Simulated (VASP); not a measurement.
Write the native input for VASP 6.6.1 that does the following.

- Task: single point
- Functional: PBE
- Potentials or basis: VASP PAW PBE potentials, release 64 (Al)
- Cutoff: 520 eV
- k mesh: 9 × 9 × 1
- Occupations: gaussian, width 0.1 eV
- Spin: no spin polarisation
- Dipole correction: yes
- Further INCAR settings: ALGO = Normal; EDIFF = 1e-06; NBANDS = 12

The structure of Al lies in POSCAR:

```
Al
1.0
    2.8567582918      0.0000000000      0.0000000000
    0.0000000000      2.8567582918      0.0000000000
    0.0000000000      0.0000000000     19.6746954317
Al
3
Direct
    0.5000000000      0.5000000000      0.2033068321
    0.0000000000      0.0000000000      0.3092728609
    0.5000000000      0.5000000000      0.4154928578
```

The input as run:

INCAR

```
SYSTEM = Al
  PREC = Accurate
  ENCUT = 520
  EDIFF = 1E-6
  ISMEAR = 0
  SIGMA = 0.1
  LREAL = .False.
  LASPH = .True.
  NELM = 80
  ALGO = Normal
  ISIF = 2
  LWAVE = .False.
  LCHARG = .False.
  LDIPOL = .True.
  IDIPOL = 3
  DIPOL = 0.5 0.5 0.309
  GGA = PE
  NBANDS = 12
```

KPOINTS

```
regular mesh
0
Gamma
  9 9 1
  0 0 0
```

Potentials or basis: VASP PAW PBE potentials, release 64 (Al).

Launch:

```sh
$ cat potpaw_PBE.64/Al/POTCAR > POTCAR
$ mpirun -np 1 vasp_std > vasp.out
```

Results of the run:

* Largest force: 0.114 eV/Å

Run time: 17 s on 1 thread of Intel(R) Xeon(R) 6975P-C (Granite Rapids) (shared host), peak memory 0.26 GiB.
